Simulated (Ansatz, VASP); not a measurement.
## One calculation of Fe3W, two programs

The input INCAR:

```
ALGO = Normal
EDIFF = 1E-6
ENCUT = 520
GGA = CA
ISIF = 2
ISMEAR = -1
ISPIN = 2
LASPH = T
LCHARG = F
LMAXMIX = 4
LORBIT = 11
LREAL = F
LWAVE = F
MAGMOM = 3.5 3.5 3.5 0
NBANDS = 31
NELM = 150
PREC = Accurate
SIGMA = 0.05
```

The input KPOINTS:

```
k-points
0
Gamma
  6 6 6
```

File POSCAR:

```
Fe3W
1.0
    3.6335800000      0.0000000000      0.0000000000
    0.0000000000      3.6335800000      0.0000000000
    0.0000000000      0.0000000000      3.6335800000
Fe W
3 1
Direct
    0.0000000000      0.5000000000      0.5000000000
    0.5000000000      0.0000000000      0.5000000000
    0.5000000000      0.5000000000      0.0000000000
    0.0000000000      0.0000000000      0.0000000000
```

Input for Ansatz:

```yaml
crystal:
  lattice:
    - [3.63358, 0.0, 0.0]
    - [0.0, 3.63358, 0.0]
    - [0.0, 0.0, 3.63358]
  atoms:
    - { symbol: Fe, position: [0.0, 0.5, 0.5] }
    - { symbol: Fe, position: [0.5, 0.0, 0.5] }
    - { symbol: Fe, position: [0.5, 0.5, 0.0] }
    - { symbol: W, position: [0.0, 0.0, 0.0] }
basis:
  ecutwfc: 550.0
kpoints:
  mp_grid:
    grid: [6, 6, 6]
hamiltonian:
  xc: lda
magnetization:
  spin_polarized: true
  per_species:
    Fe: 3.5
scf:
  occupations:
    method: fermi_dirac
    width: 0.05
output:
  forces: true
```

Alike in both runs: task single point; functional LDA; k mesh 6 × 6 × 6; occupations fermi-dirac, width 0.05 eV; collinear spin.

|  | VASP | Ansatz |
| --- | --- | --- |
| version | VASP 6.6.1 | Ansatz 0.2.0 |
| potentials or method | VASP PAW LDA potentials, release 64 (Fe, W_sv), cutoff 520 eV | plane waves, PAW |
| valence electrons in the cell | 38 | 62 |

Ansatz gave:

```
net moment per atom (μB)                                      : 0.41
size of the moment on the site where the two differ most (μB) : 0.61
```

What did VASP give for the same quantities?

net moment per atom (μB): 0.38; size of the moment on the site where the two differ most (μB): 0.55.

LDA's correlation is that of Perdew and Zunger in VASP and of Perdew and Wang (1992) in Ansatz. Site moments also hang on the region over which each program counts them. VASP's potentials hold 38 valence electrons a cell and Ansatz's 62, so a difference there can come from the potentials and not from the codes.

Spin-orbit coupling is off throughout.
